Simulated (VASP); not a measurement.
Wanted: the native input for a VASP 6.6.1 run.

* Task: single point
* Functional: PBE
* Potentials or basis: VASP PAW PBE potentials, release 64 (Si, C)
* Cutoff: 520 eV
* k mesh: 17 × 17 × 17
* Occupations: fermi-dirac, width 0.05 eV
* Spin: no spin polarisation
* Dipole correction: no
* Further INCAR settings: ALGO = Normal; EDIFF = 1e-06; NBANDS = 11

The structure of SiC (rocksalt type) lies in POSCAR:

```
SiC
1.0
    0.0000000000      1.7477369139      1.7477369139
    1.7477369139      0.0000000000      1.7477369139
    1.7477369139      1.7477369139      0.0000000000
Si C
1 1
Direct
    0.0000000000      0.0000000000      0.0000000000
    0.5000000000      0.5000000000      0.5000000000
```

This cell differs from its parent crystal: volume scaled by 0.64.

One way to write it, as run:

INCAR

```
ALGO     = Normal         # electronic algorithm
EDIFF    = 1E-6           # SCF threshold, eV
ENCUT    = 520            # plane-wave cutoff, eV
GGA      = PE             # functional
ISIF     = 2              # what is computed and relaxed
ISMEAR   = -1             # smearing method
LASPH    = True           # aspherical terms in the spheres
LCHARG   = False          # write CHGCAR
LREAL    = False          # projectors in reciprocal space
LWAVE    = False          # write WAVECAR
NBANDS   = 11             # bands
NELM     = 80             # most SCF steps
PREC     = Accurate       # precision mode
SIGMA    = 0.05           # smearing width, eV
```

KPOINTS

```
k-points
0
Gamma
  17 17 17
```

Potentials or basis: VASP PAW PBE potentials, release 64 (Si, C).

Command:

```sh
$ cat potpaw_PBE.64/Si/POTCAR potpaw_PBE.64/C/POTCAR > POTCAR
$ mpirun -np 1 vasp_std > vasp.out
```

Results of the run:

The pressure is 280.7 GPa and the band gap on the k mesh is 0.07 eV, indirect (least direct gap 6.33 eV).

Run time: 13 s on 1 thread of Intel(R) Xeon(R) Platinum 8259CL CPU @ 2.50GHz (Skylake/Cascade Lake), on a shared host, peak memory 0.12 GiB.
